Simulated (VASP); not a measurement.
# Sb3Se: single point with PBE

Sb3Se:

```
Sb Se
1.0
     5.82488    0.00000    0.00000
     0.00000    5.82488    0.00000
     0.00000    0.00000    5.82488
Sb Se
6 2
Direct
  0.25000 0.00000 0.50000
  0.50000 0.75000 0.00000
  0.75000 0.00000 0.50000
  0.50000 0.25000 0.00000
  0.00000 0.50000 0.75000
  0.00000 0.50000 0.25000
  0.00000 0.00000 0.00000
  0.50000 0.50000 0.50000
```

The cell was built from a structure type or drawn by symmetry, and may not be a known phase.

```yaml
Program: VASP 6.6.1
Task: single point
Functional: PBE
Potentials_or_basis: VASP PAW PBE potentials, release 64 (Sb, Se)
Cutoff: 520 eV
k_mesh: 4 × 4 × 4
Occupations: gaussian, width 0.1 eV
Spin: no spin polarisation
Dipole_correction: no
Further_INCAR_settings: ALGO = Normal; EDIFF = 1e-06; NBANDS = 31
```

| Property | Result |
| --- | --- |
| Pressure | 4.1 GPa |
| Band gap on the k mesh | zero (bands 21 and 22 overlap by 0.75 eV) |

Levels at points of the mesh, in eV from the Fermi level:
```
           k point  band 17  band 18  band 19  band 20  band 21  band 22  band 23  band 24  band 25  band 26
(0.00, 0.00, 0.00)    -3.05    -1.74    -1.74    -1.74    -0.26    -0.26    -0.26     1.00     1.00     1.00
(0.50, 0.00, 0.00)    -1.94    -1.94    -0.73    -0.73    -0.53    -0.53     0.93     0.93     1.50     1.50
(0.50, 0.50, 0.00)    -1.68    -1.59    -1.26    -1.26    -0.11     0.45     0.71     1.38     1.38     1.48
(0.50, 0.50, 0.50)    -0.21    -0.21    -0.21    -0.21    -0.21    -0.21     0.20     0.20     0.20     0.20
```

Wall time 31 s on 1 thread of Intel(R) Xeon(R) 6975P-C (Granite Rapids), on a shared host, peak memory 0.33 GiB.

Caveat: the cell stands under pressure; spin-orbit coupling is left out, which moves the levels of the heavy elements.
